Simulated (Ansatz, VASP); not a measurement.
**One calculation of TaN, two programs**

```
Ta N
1.0
     0.00000   -2.20811   -2.20811
     0.00000    2.20811   -2.20811
     4.41622    0.00000    0.00000
Ta N
2 2
Cartesian
  -0.0604 0.0000 -2.2081
  2.2685 0.0000 0.0000
  2.0716 0.0000 -2.2081
  0.1365 0.0000 0.0000
```

Change from the starting cell: mode 1 frozen in at -0.137 Å and mode 2 at +0.000 Å (largest displacements).

Alike in both runs: task single point; functional PBE; k mesh 14 × 14 × 10; occupations gaussian, width 0.15 eV; no spin polarisation.

|  | VASP | Ansatz |
| --- | --- | --- |
| version | VASP 6.6.1 | Ansatz 0.2.0 |
| potentials or method | VASP PAW PBE potentials, release 64 (Ta_pv, N), cutoff 520 eV | scalar-relativistic, plane waves, PAW |
| valence electrons in the cell | 32 | 36 |

```csv
,VASP,Ansatz,Ansatz less VASP
gap on the k mesh at the Fermi level (eV),none,none,-
pressure (GPa),1.3,0.4,-0.98
"traceless stress, the component that is largest in VASP (GPa)",9.53,9.42,-0.111
rms of the force components (eV/Å),0.578,0.566,-0.0114
```

Atom by atom the forces differ by 0.011 eV/Å (rms over components). A gap of «none» marks a metal or a gap that the smearing closes. With one functional, cell and mesh, what is left measures potentials, basis and numerics. VASP's potentials hold 32 valence electrons a cell and Ansatz's 36, so a difference there can come from the potentials and not from the codes.

Neither program's run includes spin-orbit coupling.
